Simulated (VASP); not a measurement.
A run of VASP 6.6.1:

Contents of INCAR:

```
PREC = Accurate
ENCUT = 520
EDIFF = 1E-6
ISMEAR = -1
SIGMA = 0.08
LREAL = F
LASPH = T
NELM = 100
ALGO = Normal
ISIF = 2
LWAVE = F
LCHARG = T
GGA = PS
LELF = T
LVHAR = T
NBANDS = 11
```

Contents of KPOINTS:

```
Automatic mesh
0
Gamma
  15 15 15
```

Contents of POSCAR:

```
Hf
1.0
   -1.3860306564      1.3860306564      1.3860306564
    1.3860306564     -1.3860306564      1.3860306564
    1.3860306564      1.3860306564     -1.3860306564
Hf
1
Direct
    0.0000000000      0.0000000000      0.0000000000
```

Potentials or basis: VASP PAW PBE potentials, release 64 (Hf_pv).

Run with:

```bash
$ cat potpaw_PBE.64/Hf_pv/POTCAR > POTCAR
$ mpirun -np 1 vasp_std > vasp.out
```

Hardware: 1 thread of AMD EPYC 7R13 Processor (Zen 3), with other jobs on the host.

Question: Estimate the wall time of this run.

Answer: Run time: 10 s on 1 thread of AMD EPYC 7R13 Processor (Zen 3), with other jobs on the host, peak memory 0.1 GiB. Counts: scf iterations 10, k points 120.
